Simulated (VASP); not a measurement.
Set up this calculation in VASP 6.6.1, as the native input.

| Item | Value |
| --- | --- |
| Task | relaxation of cell and atoms |
| Functional | PBE |
| Potentials or basis | VASP PAW PBE potentials, release 64 (Bi_d) |
| Cutoff | 600 eV |
| k mesh | 6 × 6 × 4 |
| Occupations | gaussian, width 0.1 eV |
| Spin | no spin polarisation |
| Dipole correction | no |
| Further INCAR settings | ALGO = Normal; EDIFF = 1e-07; IBRION = 2; EDIFFG = -0.04; NSW = 90; ISIF = 3 |

The structure of Bi lies in POSCAR:

```
Bi
1.0
    1.5342921100     -2.8689419500      0.0000000000
    1.5342921100      2.8689419500      0.0000000000
   -1.5144315300      0.0000000000      4.1231901200
Bi
1
Direct
    0.5000000000      0.5000000000      0.5000000000
```

One way to write it, as run:

INCAR

```
PREC     = Accurate       # precision mode
ENCUT    = 600            # plane-wave cutoff, eV
EDIFF    = 1E-7           # SCF threshold, eV
ISMEAR   = 0              # smearing method
SIGMA    = 0.1            # smearing width, eV
LREAL    = F              # projectors in reciprocal space
LASPH    = T              # aspherical terms in the spheres
NELM     = 100            # most SCF steps
ALGO     = Normal         # electronic algorithm
ISIF     = 3              # what is computed and relaxed
LWAVE    = F              # write WAVECAR
LCHARG   = F              # write CHGCAR
GGA      = PE             # functional
IBRION   = 2              # ionic algorithm
NSW      = 90             # ionic steps
EDIFFG   = -0.04          # ionic threshold
```

KPOINTS

```
regular mesh
0
Gamma
  6 6 4
```

Potentials or basis: VASP PAW PBE potentials, release 64 (Bi_d).

Command:

```bash
$ cat potpaw_PBE.64/Bi_d/POTCAR > POTCAR
$ mpirun -np 1 vasp_std > vasp.out
```

Results of the run:

```
Relaxed volume                         : 31.57 Å³/atom
Relaxed cell                           : a = 3.470 Å, b = 3.470 Å, c = 3.583 Å, α = 106.09°, β = 106.09°, γ = 119.08°
Space group after relaxing (to 0.05 Å) : C2/m (No. 12)
Energy gained by relaxing              : 533.0 meV/atom
Ionic steps                            : 16
Pressure after relaxing                : -0.1 GPa
```

Caveat: the k points lie up to 0.52 Å⁻¹ apart in the final cell.

Run time: 2.7 min on 1 thread of Intel(R) Xeon(R) Platinum 8488C (Sapphire Rapids) (shared host), peak memory 0.2 GiB.
